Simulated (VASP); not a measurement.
Set up this calculation in VASP 6.6.1, as the native input.

```yaml
Task: single point
Functional: r2SCAN
Dispersion: rVV10
Potentials_or_basis: VASP PAW PBE potentials, release 64 (Na_pv, Se, Sc_sv)
Cutoff: 520 eV
k_mesh: 6 × 4 × 4
Occupations: fermi-dirac, width 0.03 eV
Spin: no spin polarisation
Dipole_correction: no
Further_INCAR_settings: ALGO = Normal; EDIFF = 1e-06; NBANDS = 40
```

NaScSe2:

```xyz
8
Lattice="3.8776 0.0000 0.0000 0.0000 5.5780 0.0000 0.0000 0.0000 8.3644" Properties=species:S:1:pos:R:3 pbc="T T T"
Na    0.0000    0.0000    7.4312
Na    1.9388    2.7890    0.9332
Se    0.0000    2.7890    7.0514
Se    1.9388    0.0000    1.3130
Se    0.0000    2.7890    3.3211
Se    1.9388    0.0000    5.0432
Sc    0.0000    0.0000    3.1023
Sc    1.9388    2.7890    5.2620
```

One way to write it, as run:

POSCAR

```
NaScSe2
1.0
    3.8776322734      0.0000000000      0.0000000000
    0.0000000000      5.5780009765      0.0000000000
    0.0000000000      0.0000000000      8.3643849846
Na Se Sc
2 4 2
Direct
    0.0000000000      0.0000000000      0.8884360013
    0.5000000000      0.5000000000      0.1115639987
    0.0000000000      0.5000000000      0.8430277695
    0.5000000000      0.0000000000      0.1569722305
    0.0000000000      0.5000000000      0.3970579607
    0.5000000000      0.0000000000      0.6029420393
    0.0000000000      0.0000000000      0.3708989630
    0.5000000000      0.5000000000      0.6291010370
```

INCAR.step1

```
SYSTEM = NaScSe2
ALGO = Normal
EDIFF = 1E-4
ENCUT = 520
GGA = PE
ISMEAR = -1
LASPH = .TRUE.
LCHARG = .FALSE.
LREAL = .FALSE.
LWAVE = .TRUE.
NBANDS = 40
NELM = 100
PREC = Accurate
SIGMA = 0.03
```

INCAR.step2

```
SYSTEM = NaScSe2
ALGO = Normal
BPARAM = 11.95
CPARAM = 0.0093
EDIFF = 1E-6
ENCUT = 520
ISIF = 2
ISMEAR = -1
ISTART = 1
IVDW_NL = 2
LASPH = .TRUE.
LCHARG = .FALSE.
LMIXTAU = .TRUE.
LREAL = .FALSE.
LUSE_VDW = .TRUE.
LWAVE = .FALSE.
METAGGA = R2SCAN
NBANDS = 40
NELM = 100
PREC = Accurate
SIGMA = 0.03
```

KPOINTS

```
k-points
0
G
  6 4 4
  0 0 0
```

Potentials or basis: VASP PAW PBE potentials, release 64 (Na_pv, Se, Sc_sv).

The run is started by

```bash
$ cat potpaw_PBE.64/Na_pv/POTCAR potpaw_PBE.64/Se/POTCAR potpaw_PBE.64/Sc_sv/POTCAR > POTCAR
$ cp INCAR.step1 INCAR
$ mpirun -np 1 vasp_std > vasp.out
$ cp INCAR.step2 INCAR
$ mpirun -np 1 vasp_std > vasp.out
```

It gave:

* Pressure: 0.2 GPa
* Largest force: 0.057 eV/Å
* Band gap on the k mesh: 1.55 eV (least direct gap 1.61 eV)

Caveat: the PAW data sets were made with another functional, which shifts forces and pressure a little.

Run time: 34 min on 1 thread of Intel Xeon 8259CL, on a shared host, peak memory 0.74 GiB.
